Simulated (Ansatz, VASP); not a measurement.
# RuSe: VASP beside Ansatz

Contents of INCAR:

```
SYSTEM = RuSe
  PREC = Accurate
  ENCUT = 520
  EDIFF = 1E-6
  ISMEAR = 0
  SIGMA = 0.05
  LREAL = .FALSE.
  LASPH = .TRUE.
  NELM = 150
  ALGO = Normal
  ISIF = 2
  LWAVE = .FALSE.
  LCHARG = .FALSE.
  MAGMOM = 0 0 0 0 0 0
  LORBIT = 11
  LSORBIT = .TRUE.
  GGA_COMPAT = .FALSE.
  LORBMOM = .TRUE.
  LMAXMIX = 4
  GGA = PE
  NBANDS = 32
```

Contents of KPOINTS:

```
regular mesh
0
G
  12 12 12
  0 0 0
```

File POSCAR:

```
RuSe
1.0
    0.0000000000      2.5704067165      2.5704067165
    2.5704067165      0.0000000000      2.5704067165
    2.5704067165      2.5704067165      0.0000000000
Ru Se
1 1
Direct
    0.5000000000      0.5000000000      0.5000000000
    0.0000000000      0.0000000000      0.0000000000
```

Input for Ansatz:

```yaml
crystal:
  lattice:
    - [0.0, 2.5704067165, 2.5704067165]
    - [2.5704067165, 0.0, 2.5704067165]
    - [2.5704067165, 2.5704067165, 0.0]
  atoms:
    - { symbol: Ru, position: [0.5, 0.5, 0.5] }
    - { symbol: Se, position: [0.0, 0.0, 0.0] }
basis:
  ecutwfc: 420
  ecutrho_ratio: 4
kpoints:
  mp_grid: { grid: [12, 12, 12] }
hamiltonian:
  xc: pbe
scf:
  occupations: { method: gaussian, width: 0.05 }
output:
  forces: true
  stress: true
  eigenvalues: true
  populations: true
  dos: { projected: true, de: 0.02 }
  write_density: true
  write_potential: true
  elf: true
  volumetric_format: npy
magnetization:
  noncollinear: true
  spin_orbit: true
```

Alike in both runs: task single point; functional PBE; k mesh 12 × 12 × 12; occupations gaussian, width 0.05 eV; non-collinear spin, spin-orbit coupling.

```csv
,VASP,Ansatz
version,VASP 6.6.1,Ansatz 0.2.0
potentials or method,"VASP PAW PBE potentials, release 64 (Ru_pv, Se), cutoff 520 eV","plane waves, PAW"
valence electrons in the cell,20,32
```

|  | VASP | Ansatz | Ansatz less VASP |
| --- | --- | --- | --- |
| pressure (GPa) | 0.7 | 0.6 | -0.14 |
| net moment per atom (μB) | 0.00 | 0.00 | 0.000 |

The functional is the same, so the differences come from potentials, cutoffs and numerics. VASP's potentials hold 20 valence electrons a cell and Ansatz's 32, so a difference there can come from the potentials and not from the codes.
